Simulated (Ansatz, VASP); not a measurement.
## LiBe16: VASP beside Ansatz

```
Be Li
1.0
    -2.29000   -3.96640    0.00000
     3.43500   -1.98320    0.00000
     0.00000    0.00000    7.17686
Be Li
16 1
Direct
  0.76641 0.54473 0.99293
  0.51424 0.39842 0.24063
  0.69150 0.22409 0.49393
  0.51404 0.39622 0.74658
  0.50743 0.03931 0.99254
  0.24329 0.84788 0.23702
  0.47816 0.83923 0.49092
  0.24372 0.84704 0.74635
  0.26068 0.52842 0.99268
  0.01017 0.35286 0.23839
  0.28242 0.44551 0.49383
  0.00903 0.35179 0.74652
  0.01127 0.03495 0.99227
  0.75609 0.90174 0.23908
  0.07533 0.04367 0.49188
  0.75574 0.89956 0.74620
  0.87715 0.63325 0.49227
```

Alike in both runs: functional PBE; k mesh 5 × 5 × 3; occupations fermi-dirac, width 0.05 eV; no spin polarisation.

Ansatz relaxed the structure, and its values are those at the end. VASP's run is a single point on that final structure, the one shown.

```csv
,VASP,Ansatz
version,VASP 6.6.1,Ansatz 0.2.0
potentials or method,"VASP PAW PBE potentials, release 64 (Be, Li_sv), cutoff 520 eV","scalar-relativistic, plane waves, PAW"
valence electrons in the cell,35,35
```

|  | VASP | Ansatz | Ansatz less VASP |
| --- | --- | --- | --- |
| rms of the force components (eV/Å) | 0.009 | 0.008 | -0.0017 |

Noted on VASP's run: the cutoff is short for stress, so the pressure is rough.
